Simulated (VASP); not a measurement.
A run of VASP 6.6.1 is set up as follows.

File INCAR:

```
PREC = Accurate
ENCUT = 520
EDIFF = 1E-7
ISMEAR = 0
SIGMA = 0.1
LREAL = False
LASPH = True
NELM = 60
ALGO = Normal
ISIF = 2
LWAVE = False
LCHARG = False
GGA = PS
NBANDS = 20
```

File KPOINTS:

```
regular mesh
0
Gamma
  15 15 4
```

File POSCAR:

```
Se
1.0
    3.7122224524      0.0000000000      0.0000000000
   -1.8561112262      3.2148789482      0.0000000000
    0.0000000000      0.0000000000     11.4409694332
Se
4
Direct
    0.3333333300      0.6666666700      0.3601245158
    0.6666666700      0.3333333300      0.6398754842
    0.6666666700      0.3333333300      0.8601245158
    0.3333333300      0.6666666700      0.1398754842
```

Potentials or basis: VASP PAW PBE potentials, release 64 (Se).

The run is started by

```sh
$ cat potpaw_PBE.64/Se/POTCAR > POTCAR
$ mpirun -np 1 vasp_std > vasp.out
```

**Question.** What does it give for the pressure?

**Answer.** -10.4 GPa.

**Question.** What does it give for the largest force?

**Answer.** 3.126 eV/Å.

**Question.** Estimate the band gap on the k mesh.

**Answer.** Zero (bands 12 and 13 overlap by 2.44 eV).

Forces in eV/Å, atoms in the order of the input:
```
Se   0.000  0.000 -3.126
Se   0.000  0.000  3.126
Se   0.000  0.000 -3.126
Se   0.000  0.000  3.126
```

Caveat: the cell differs from its parent crystal (O replaced by Se, lengths x 1.491, strained); the stress differs along the axes, from -22 to -5 GPa; this functional lacks dispersion, which holds the molecules together, so the pressure and a relaxed volume are unreliable; the PAW data sets were made with another functional, which shifts forces and pressure a little; this functional lacks dispersion, which binds layers or chains, so the pressure and a relaxed spacing across them are unreliable.
